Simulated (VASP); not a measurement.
A run of VASP 6.6.1 is set up as follows.

File INCAR:

```
PREC = Accurate
ENCUT = 520
EDIFF = 1E-6
ISMEAR = -1
SIGMA = 0.03
LREAL = False
LASPH = True
NELM = 80
ALGO = Normal
ISIF = 2
LWAVE = False
LCHARG = True
GGA = PS
LELF = True
LVHAR = True
NBANDS = 28
```

Contents of KPOINTS:

```
regular mesh
0
Gamma
  7 7 7
```

POSCAR

```
BaTiO3
1.0
    3.9998000000      0.0399980000      0.0399980000
    0.0399980000      3.9998000000      0.0399980000
    0.0401800000      0.0401800000      4.0180000000
Ba Ti O
1 1 3
Direct
    0.0000000000      0.0000000000      0.0000000000
    0.5000000000      0.5000000000      0.5000000000
    0.5000000000      0.5000000000      0.0000000000
    0.5000000000      0.0000000000      0.5000000000
    0.0000000000      0.5000000000      0.5000000000
```

Potentials or basis: VASP PAW PBE potentials, release 64 (Ba_sv, Ti_sv, O).

Command:

```console
$ cat potpaw_PBE.64/Ba_sv/POTCAR potpaw_PBE.64/Ti_sv/POTCAR potpaw_PBE.64/O/POTCAR > POTCAR
$ mpirun -np 1 vasp_std > vasp.out
```

**Question.** Estimate the band gap on the k mesh.

**Answer.** 1.69 eV (least direct gap 1.73 eV).

**Question.** Estimate the pressure.

**Answer.** -2.6 GPa.

Stress tensor (GPa, compression positive):
```
-2.36 -2.45 -2.45
-2.45 -2.36 -2.45
-2.45 -2.45 -3.21
```

Caveat: the cell differs from its parent crystal (equal xy, yz and zx shear strains of +2 %); the PAW data sets were made with another functional, which shifts forces and pressure a little; spin-orbit coupling is left out, which moves the levels of the heavy elements. A k mesh can miss the band edges.
